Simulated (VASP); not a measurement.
# Sb2P (Fd-3m) in VASP: relaxation of cell and atoms with r2SCAN

Aim: the relaxation of cell and atoms of Sb2P with r2SCAN.

Program: VASP 6.6.1. These are calculated values, not measurements. Logs are shortened: lines on timing, memory, paths and dates and some standing lists are left out, and cuts for length are marked.

## (1) The cell of the first run

The structure is cubic, space group Fd-3m (No. 227). The conventional cell has a = 8.382 Å, b = 8.382 Å, c = 8.382 Å, α = 90.00°, β = 90.00°, γ = 90.00°. Within 3.9 Å of Sb (site symmetry -3m) lie 6 Sb at 2.96 Å and 6 P at 3.47 Å. Within 4.6 Å of P (site symmetry -43m) lie 12 Sb at 3.47 Å and 4 P at 3.63 Å.

## (2) Relaxation of cell and atoms, r2SCAN

Contents of POSCAR:

```
Sb2P
1.0
    0.0000000000      4.1907641447      4.1907641447
    4.1907641447      0.0000000000      4.1907641447
    4.1907641447      4.1907641447      0.0000000000
Sb P
4 2
Direct
    0.6250000000      0.6250000000      0.6250000000
    0.1250000000      0.6250000000      0.6250000000
    0.6250000000      0.6250000000      0.1250000000
    0.6250000000      0.1250000000      0.6250000000
    0.0000000000      0.0000000000      0.0000000000
    0.2500000000      0.2500000000      0.2500000000
```

Contents of INCAR.step1:

```
PREC = Accurate ; ENCUT = 600
ISMEAR = 0 ; SIGMA = 0.1
LREAL = False ; LASPH = True
NELM = 60 ; GGA = PE
ALGO = Normal ; EDIFF = 1E-4
LWAVE = True ; LCHARG = False
```

Contents of INCAR.step2:

```
PREC = Accurate ; ENCUT = 600
EDIFF = 1E-7 ; ISMEAR = 0
SIGMA = 0.1 ; LREAL = False
LASPH = True ; NELM = 60
ALGO = Normal ; ISIF = 3
LWAVE = False ; LCHARG = False
METAGGA = R2SCAN ; LMIXTAU = True
IBRION = 2 ; NSW = 100
EDIFFG = -0.01 ; ISTART = 1
```

Contents of KPOINTS:

```
regular mesh
0
Gamma
  8 8 8
```

Potentials or basis: VASP PAW PBE potentials, release 64 (Sb, P).

Run with:

```console
> cat potpaw_PBE.64/Sb/POTCAR potpaw_PBE.64/P/POTCAR > POTCAR
> cp INCAR.step1 INCAR
> mpirun -np 1 vasp_std > vasp.out
> cp INCAR.step2 INCAR
> mpirun -np 1 vasp_std > vasp.out
```

OUTCAR:

```text
PREC = Accurate
   ENCUT = 600
   EDIFF = 1E-7
   ISMEAR = 0
   LREAL = False
   LASPH = True
   NELM = 60
   ISIF = 3
   METAGGA = R2SCAN
   IBRION = 2
   NSW = 100
   EDIFFG = -0.01
   ISTART = 1

 ion  position               nearest neighbor table
   1  0.625  0.625  0.625-   2 2.96   3 2.96   4 2.96   3 2.96   4 2.96   2 2.96
   2  0.125  0.625  0.625-   1 2.96   3 2.96   4 2.96   1 2.96   3 2.96   4 2.96
   3  0.625  0.625  0.125-   1 2.96   1 2.96   2 2.96   4 2.96   4 2.96   2 2.96
   4  0.625  0.125  0.625-   1 2.96   3 2.96   1 2.96   2 2.96   3 2.96   2 2.96
   5  0.000  0.000  0.000-
   6  0.250  0.250  0.250-

  LATTYP: Found a face centered cubic cell.
 ALAT       =     8.3815282894

  Lattice vectors:

 A1 = (   0.0000000000,   4.1907641447,   4.1907641447)
 A2 = (   4.1907641447,   0.0000000000,   4.1907641447)
 A3 = (   4.1907641447,   4.1907641447,   0.0000000000)

Analysis of symmetry for initial positions (statically):
=====================================================================
 Subroutine PRICEL returns:
 Original cell was already a primitive cell.

 Routine SETGRP: Setting up the symmetry group for a
 face centered cubic supercell.

 Subroutine GETGRP returns: Found 48 space group operations
 (whereof 24 operations were pure point group operations)
 out of a pool of 48 trial point group operations.

The static configuration has the point symmetry T_d .
 The point group associated with its full space group is O_h .

Analysis of symmetry for dynamics (positions and initial velocities):
=====================================================================
 Subroutine PRICEL returns:
 Original cell was already a primitive cell.

 Routine SETGRP: Setting up the symmetry group for a
 face centered cubic supercell.

 Subroutine GETGRP returns: Found 48 space group operations
 (whereof 24 operations were pure point group operations)
 out of a pool of 48 trial point group operations.

The dynamic configuration has the point symmetry T_d .
 The point group associated with its full space group is O_h .

 Subroutine INISYM returns: Found 48 space group operations
 (whereof 24 operations are pure point group operations),
 and found     1 'primitive' translations

----------------------------------------------------------------------------------------

                                     Primitive cell

  volume of cell :     147.2006

  direct lattice vectors                    reciprocal lattice vectors
     0.000000000  4.190764145  4.190764145    -0.119309983  0.119309983  0.119309983
     4.190764145  0.000000000  4.190764145     0.119309983 -0.119309983  0.119309983
     4.190764145  4.190764145  0.000000000     0.119309983  0.119309983 -0.119309983

  length of vectors
     5.926635490  5.926635490  5.926635490     0.206650953  0.206650953  0.206650953

  position of ions in fractional coordinates (direct lattice)
     0.625000000  0.625000000  0.625000000
     0.125000000  0.625000000  0.625000000
     0.625000000  0.625000000  0.125000000
     0.625000000  0.125000000  0.625000000
     0.000000000  0.000000000  0.000000000
     0.250000000  0.250000000  0.250000000

  ion indices of the primitive-cell ions
   primitive index   ion index
                 1           1
                 2           2
                 3           3
                 4           4
                 5           5
                 6           6

----------------------------------------------------------------------------------------

 KPOINTS: regular mesh

Automatic generation of k-mesh.
 Grid dimensions read from file:
 generate k-points for:    8    8    8

 Generating k-lattice:

  Cartesian coordinates                     Fractional coordinates (reciprocal lattice)
    -0.014913748  0.014913748  0.014913748     0.125000000  0.000000000  0.000000000
     0.014913748 -0.014913748  0.014913748     0.000000000  0.125000000  0.000000000
     0.014913748  0.014913748 -0.014913748     0.000000000  0.000000000  0.125000000

  Length of vectors
     0.025831369  0.025831369  0.025831369

  Shift w.r.t. Gamma in fractional coordinates (k-lattice)
     0.000000000  0.000000000  0.000000000

 Subroutine IBZKPT returns following result:
 ===========================================

 Found     29 irreducible k-points:

 Following reciprocal coordinates:
            Coordinates               Weight
  0.000000  0.000000  0.000000      1.000000
  0.125000  0.000000  0.000000      8.000000
  0.250000  0.000000  0.000000      8.000000
  0.375000  0.000000  0.000000      8.000000
  0.500000  0.000000  0.000000      4.000000
  0.125000  0.125000  0.000000      6.000000
[... 16 lines left out ...]
  0.500000  0.250000  0.125000     48.000000
 -0.375000  0.250000  0.125000     24.000000
 [... further k-points ...]
   k-points           NKPTS =     29   k-points in BZ     NKDIM =     29   number of bands    NBANDS=     19
   number of dos      NEDOS =    301   number of ions     NIONS =      6
   total plane-waves  NPLWV = 110592
   dimension x,y,z NGX =    48 NGY =   48 NGZ =   48
   dimension x,y,z NGXF=    96 NGYF=   96 NGZF=   96
   ions per type =               4   2
   NGX,Y,Z   is equivalent  to a cutoff of  13.46, 13.46, 13.46 a.u.
   NGXF,Y,Z  is equivalent  to a cutoff of  26.93, 26.93, 26.93 a.u.
 SYSTEM =  unknown system
   PREC   = accura    normal or accurate (medium, high low for compatibility)
   ISTART =      1    job   : 0-new  1-cont  2-samecut
   ICHARG =      0    charge: 1-file 2-atom 10-const
   ISPIN  =      1    spin polarized calculation?
   LNONCOLLINEAR =      F non collinear calculations
   LSORBIT =      F    spin-orbit coupling
   LASPH  =      T    aspherical Exc in radial PAW
   ENCUT  =  600.0 eV  44.10 Ry    6.64 a.u.  11.84 11.84 11.84*2*pi/ulx,y,z
   NELM   =     60;   NELMIN=  2; NELMDL=  0     # of ELM steps
   EDIFF  = 0.1E-06   stopping-criterion for ELM
   LREAL  =      F    real-space projection
   EDIFFG = -.1E-01   stopping-criterion for IOM
   NSW    =    100    number of steps for IOM
   IBRION =      2    ionic relax: 0-MD 1-quasi-New 2-CG
   NFREE  =      1    steps in history (QN), initial steepest desc. (CG)
   ISIF   =      3    stress and relaxation
   ISYM   =      2    0-nonsym 1-usesym 2-fastsym
   POTIM  = 0.5000    time-step for ionic-motion
   TEBEG  =    0.0;   TEEND  =   0.0 temperature during run
   PSTRESS=    0.0 pullay stress
   NELECT =      30.0000    total number of electrons
   NUPDOWN=      -1.0000    fix difference up-down
   EMIN   =  10.00;   EMAX   =-10.00  energy-range for DOS
   EFERMI =   0.00;   METHOD = LEGACY
   ISMEAR =     0;   SIGMA  =   0.10  broadening in eV -4-tet -1-fermi 0-gaus
   EFERMI_NEDOS =   21; number of points for ismear=-14 and -15
   IALGO  =     38    algorithm
   IMIX   =      4    mixing-type and parameters
     AMIX     =   0.40;   BMIX     =  1.00
     AMIX_MAG =   1.60;   BMIX_MAG =  1.00
  volume/ion in A,a.u.               =      24.53       165.56
  Fermi-wavevector in a.u.,A,eV,Ry     =   0.963412  1.820585 12.628419  0.928163
  Thomas-Fermi vector in A             =   2.092955
   LORBIT       =      0    0 simple, 1 ext, 2 COOP (PROOUT), +10 PAW based schemes
   METAGGA = R2SCAN    functional components
   LHFCALC =     F    Hartree Fock is set to
   AEXX    =    0.0000 exact exchange contribution
   IVDW    =     0    specifies the selected vdW correction
   LEPSILON=     F    determine dielectric tensor
   LRPA    =     F    only Hartree local field effects (RPA)
 conjugate gradient relaxation of ions
 non-spin polarized calculation
 Gauss-broadening in eV      SIGMA  =   0.10
  energy-cutoff  :      600.00
  volume of cell :      147.20
 maximum number of plane-waves:      4957
   NGX = 23   NGY = 23   NGZ = 23

--------------------------------------- Ionic step        1  -------------------------------------------

 number of electron      29.9999999 magnetization

 Free energy of the ion-electron system (eV)
  ---------------------------------------------------
  ext. energy  EPLUGINS =         0.00000000
  ---------------------------------------------------
  free energy    TOTEN  =      -114.00897412 eV

  energy without entropy =     -113.97659374  energy(sigma->0) =     -113.99278393

------------------------ aborting loop because EDIFF is reached ----------------------------------------

  FORCE on cell =-STRESS in cart. coord.  units (eV):
  Direction    XX          YY          ZZ          XY          YZ          ZX
  --------------------------------------------------------------------------------------
  -------------------------------------------------------------------------------------
  Total        3.4217977      3.4217977      3.4217977     -0.0000000      0.0000000      0.0000000
  in kB       37.2439097     37.2439097     37.2439097     -0.0000000      0.0000000      0.0000000
  external PRESSURE =      37.2439097 kB  Pullay stress =       0.0000000 kB
[... 65 lines left out ...]
  energy  without entropy=     -114.0497900845  energy(sigma->0) =     -114.06759837

--------------------------------------- Ionic step        3  -------------------------------------------

 number of electron      30.0000002 magnetization

 Free energy of the ion-electron system (eV)
  ---------------------------------------------------
  ext. energy  EPLUGINS =         0.00000000
  ---------------------------------------------------
  free energy    TOTEN  =      -114.10286572 eV

  energy without entropy =     -114.06742001  energy(sigma->0) =     -114.08514287

 E-fermi :   6.8279     XC(G=0): -10.3912

 val. band max:        6.8275713114   @ k =   0.5000   0.3750   0.0000
 cond. band min:       6.8336567005   @ k =  -0.1250   0.1250   0.0000
 fundamental gap:      0.0060853891
 Fermi energy:         6.8278883693

 k-point     1 :       0.0000    0.0000    0.0000
  band No.  band energies     occupation
      1      -6.8794      2.00000
      2      -2.5380      2.00000
      3      -2.2424      2.00000
      4      -1.1622      2.00000
      5      -1.1622      2.00000
      6      -1.1622      2.00000
[... 11 lines left out ...]
     18       7.9820      0.00000
     19      11.3298      0.00000
[... 489 lines left out ...]
      3      -3.2487      2.00000
      4      -2.6993      2.00000
      5      -1.5570      2.00000
      6      -1.1934      2.00000
[... 11 lines left out ...]
     18       7.9522      0.00000
     19       8.2252      0.00000

 [... further k-points ...]

------------------------ aborting loop because EDIFF is reached ----------------------------------------

  FORCE on cell =-STRESS in cart. coord.  units (eV):
  Direction    XX          YY          ZZ          XY          YZ          ZX
  --------------------------------------------------------------------------------------
  -------------------------------------------------------------------------------------
  Total        0.0110428      0.0110428      0.0110428     -0.0000000     -0.0000000     -0.0000000
  in kB        0.1136256      0.1136256      0.1136256     -0.0000000     -0.0000000     -0.0000000
  external PRESSURE =       0.1136256 kB  Pullay stress =       0.0000000 kB
[... 21 lines left out ...]
  FREE ENERGIE OF THE ION-ELECTRON SYSTEM (eV)
  ---------------------------------------------------
  free  energy   TOTEN  =      -114.1028657211 eV

  energy  without entropy=     -114.0674200112  energy(sigma->0) =     -114.08514287

 reached required accuracy - stopping structural energy minimisation
```

Run time: 30 min. Hardware: 1 thread of Intel Xeon 8259CL, shared host; peak memory 0.42 GiB.

Results:

```
Free energy                           : -114.1029 eV
Relaxed volume                        : 25.95 Å³/atom
Relaxed cell                          : a = 6.039 Å, b = 6.039 Å, c = 6.039 Å, α = 60.00°, β = 60.00°, γ = 60.00°
Space group after relaxing (to 0.1 Å) : Fd-3m (No. 227)
Energy gained by relaxing             : 15.6 meV/atom
Ionic steps                           : 3
Pressure after relaxing               : 0.0 GPa
Band gap on the k mesh                : zero (bands 15 and 16 overlap by 0.64 eV)
```

The path:
```csv
step,energy change (eV),largest force (eV/Å),pressure (GPa),volume (Å³)
1,0.0000,0.0000,3.72,147.20
2,-0.0764,0.0000,-1.38,159.69
3,-0.0939,0.0000,0.01,155.71
```

Final structure:
```
Sb P
1.0
     0.00000    4.27000    4.27000
     4.27000    0.00000    4.27000
     4.27000    4.27000    0.00000
Sb P
4 2
Direct
  0.62500 0.62500 0.62500
  0.12500 0.62500 0.62500
  0.62500 0.62500 0.12500
  0.62500 0.12500 0.62500
  0.00000 0.00000 0.00000
  0.25000 0.25000 0.25000
```

Levels at points of the mesh, in eV from the Fermi level:
```tsv
k point	band 11	band 12	band 13	band 14	band 15	band 16	band 17	band 18	band 19
(0.00, 0.00, 0.00)	-2.58	-2.58	-1.96	-1.96	-1.96	1.15	1.15	1.15	4.50
(0.50, 0.00, 0.00)	-1.69	-1.69	-1.15	-1.15	-0.04	0.28	0.77	1.14	1.14
(0.50, 0.50, 0.00)	-0.98	-0.98	-0.65	-0.65	-0.30	-0.30	0.27	0.27	0.38
```

Caveat: the PAW data sets were made with another functional, which shifts forces and pressure a little; spin-orbit coupling is left out, which moves the levels of the heavy elements.
